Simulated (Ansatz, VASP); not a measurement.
# Cu in VASP and in Ansatz

```
CELL_PARAMETERS angstrom
0.00000 1.83965 1.57639
1.83965 0.00000 1.57639
1.83965 1.83965 0.00000
ATOMIC_POSITIONS crystal
Cu 0.00000 0.00000 0.00000
```

Alike in both runs: task single point; functional PBE; k mesh 24 × 24 × 24; occupations gaussian, width 0.15 eV; no spin polarisation.

```csv
,VASP,Ansatz
version,VASP 6.6.1,Ansatz 0.2.0
potentials or method,"VASP PAW PBE potentials, release 64 (Cu), cutoff 520 eV","scalar-relativistic, plane waves, PAW"
valence electrons in the cell,11,19
```

Ansatz gave:

| Property | Result |
| --- | --- |
| gap on the k mesh at the Fermi level (eV) | none |
| pressure (GPa) | 21.7 |
| traceless stress, the component that is largest in VASP (GPa) | 2.93 |

Task: Which values does VASP return?

Result: gap on the k mesh at the Fermi level (eV): none; pressure (GPa): 22.4; traceless stress, the component that is largest in VASP (GPa): 2.91.

A gap of «none» marks a metal or a gap that the smearing closes. With one functional, cell and mesh, what is left measures potentials, basis and numerics. VASP's potentials hold 11 valence electrons a cell and Ansatz's 19, so a difference there can come from the potentials and not from the codes.
